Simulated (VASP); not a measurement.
Cu, 1 atom in the cell. The structure is tetragonal, space group I4/mmm (No. 139). Conventional cell: a = 2.888 Å, b = 2.888 Å, c = 2.621 Å, α = 90.00°, β = 90.00°, γ = 90.00°. Cu (site symmetry 4/mmm) has 14 Cu at 2.43 to 2.89 Å within 3.2 Å. 

| Quantity | Value |
| --- | --- |
| Program | VASP 6.6.1 |
| Task | single point |
| Functional | LDA |
| Potentials or basis | VASP PAW LDA potentials, release 64 (Cu) |
| Cutoff | 520 eV |
| k mesh | 16 × 16 × 16 |
| Occupations | fermi-dirac, width 0.05 eV |
| Spin | no spin polarisation |
| Dipole correction | no |
| Further INCAR settings | ALGO = Normal; EDIFF = 1e-07; NBANDS = 12 |

Potentials or basis: VASP PAW LDA potentials, release 64 (Cu).

The run is started by

```sh
$ cat potpaw_LDA.64/Cu/POTCAR > POTCAR
$ mpirun -np 1 vasp_std > vasp.out
```

Hardware: 1 thread of Intel Xeon 8259CL, on a shared host.

**Question.** How long does it take, and how much memory?

**Answer.** Wall time 32 s on 1 thread of Intel Xeon 8259CL (shared host), peak memory 0.15 GiB. Counts: scf iterations 12, k points 349.
